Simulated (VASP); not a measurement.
Input of a VASP 6.6.1 run:

Contents of INCAR:

```
SYSTEM = Cr
  PREC = Accurate
  ENCUT = 500
  EDIFF = 1E-6
  ISMEAR = -1
  SIGMA = 0.05
  LREAL = .FALSE.
  LASPH = .TRUE.
  NELM = 200
  ALGO = Normal
  ISIF = 2
  LWAVE = .FALSE.
  LCHARG = .TRUE.
  ISPIN = 2
  MAGMOM = 1.5 -1.5
  LORBIT = 11
  LMAXMIX = 4
  GGA = RE
  LELF = .TRUE.
  LVHAR = .TRUE.
  NBANDS = 23
  GGA_COMPAT = .FALSE.
```

Contents of KPOINTS:

```
regular mesh
0
G
  12 12 9
  0 0 0
```

Contents of POSCAR:

```
Cr
1.0
    2.8922324748      0.0000000000      0.0000000000
    0.0000000000      2.8922324748      0.0000000000
    0.0000000000      0.0000000000      2.8938322577
Cr
2
Direct
    0.0000000000      0.0000000000      0.0000000000
    0.5000000000      0.5000000000      0.5000000000
```

Potentials or basis: VASP PAW PBE potentials, release 64 (Cr_pv).

The run is started by

```console
$ cat potpaw_PBE.64/Cr_pv/POTCAR > POTCAR
$ mpirun -np 1 vasp_std > vasp.out
```

(1) What does it give for the band gap on the k mesh?

(2) What does it give for the pressure?

Results:

(1) zero (filled and empty bands overlap).

(2) 0.0 GPa.

Caveat: the PAW data sets were made with another functional, which shifts forces and pressure a little.
